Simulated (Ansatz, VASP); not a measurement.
# One calculation of CsI, two programs

INCAR

```
SYSTEM = CsI
  ALGO = Normal
  EDIFF = 1E-6
  ENCUT = 500
  GGA = CA
  GGA_COMPAT = .FALSE.
  ISIF = 2
  ISMEAR = 1
  LASPH = .TRUE.
  LCHARG = .FALSE.
  LORBIT = 11
  LORBMOM = .TRUE.
  LREAL = .FALSE.
  LSORBIT = .TRUE.
  LWAVE = .FALSE.
  MAGMOM = 0 0 0 0 0 0
  NBANDS = 28
  NELM = 200
  PREC = Accurate
  SIGMA = 0.0181
```

The input KPOINTS:

```
k-points
0
G
  6 6 6
  0 0 0
```

The input POSCAR:

```
CsI
1.0
    4.5274400000      0.0000000000      0.0000000000
    0.0000000000      4.5274400000      0.0000000000
    0.0000000000      0.0000000000      4.5274400000
Cs I
1 1
Direct
    0.0000000000      0.0000000000      0.0000000000
    0.5000000000      0.5000000000      0.5000000000
```

Input for Ansatz:

```yaml
crystal:
  lattice:
    - [4.52744, 0.0, 0.0]
    - [0.0, 4.52744, 0.0]
    - [0.0, 0.0, 4.52744]
  atoms:
    - { symbol: Cs, position: [0.0, 0.0, 0.0] }
    - { symbol: I, position: [0.5, 0.5, 0.5] }
  symmetry: { tolerance: 0.0003 }
kpoints:
  mp_grid: { grid: [6, 6, 6], shift: [0, 0, 0] }
  band_path:
    path:
      - [0.0, 0.0, 0.0]
      - [0.0, 0.5, 0.0]
      - [0.5, 0.5, 0.0]
      - [0.0, 0.0, 0.0]
      - [0.5, 0.5, 0.5]
      - [0.0, 0.5, 0.0]
      - [0.5, 0.5, 0.5]
      - [0.5, 0.5, 0.0]
    npoints: 8
magnetization:
  noncollinear: true
  spin_orbit: true
scf:
  occupations: { method: methfessel_paxton, width: 0.0181 }
  lower_state_search: "off"
  max_iter: 200
hamiltonian:
  pseudopotentials: { kind: paw_fr }
  xc: lda
basis:
  ecutwfc: 420
  fft_grid_basis: typed
output:
  forces: true
  stress: true
  eigenvalues: true
  bader: true
  populations: true
  elf: true
  write_potential: true
  volumetric_format: npy
  dos:
    e_range: [-12, 8]
    de: 0.05
    projected: { site_lists: { Cs: [Cs], I: [I] } }
    method: { smearing: { sigma: 0.1, scheme: gaussian } }
checkpoint:
  read: saved_state
```

Alike in both runs: task single point; functional LDA; k mesh 6 × 6 × 6; occupations methfessel-paxton of order 1, width 0.0181 eV; non-collinear spin, spin-orbit coupling.

```csv
,VASP,Ansatz
version,VASP 6.6.1,Ansatz 0.2.0
potentials or method,"VASP PAW LDA potentials, release 64 (Cs_sv, I), cutoff 500 eV",PAW plane waves
valence electrons in the cell,16,26
```

```csv
,VASP,Ansatz,Ansatz less VASP
pressure (GPa),-1.1,-1.1,-0.05
net moment per atom (μB),0.00,0.00,0.000
```

LDA's correlation is that of Perdew and Zunger in VASP and of Perdew and Wang (1992) in Ansatz. VASP's potentials hold 16 valence electrons a cell and Ansatz's 26, so a difference there can come from the potentials and not from the codes.
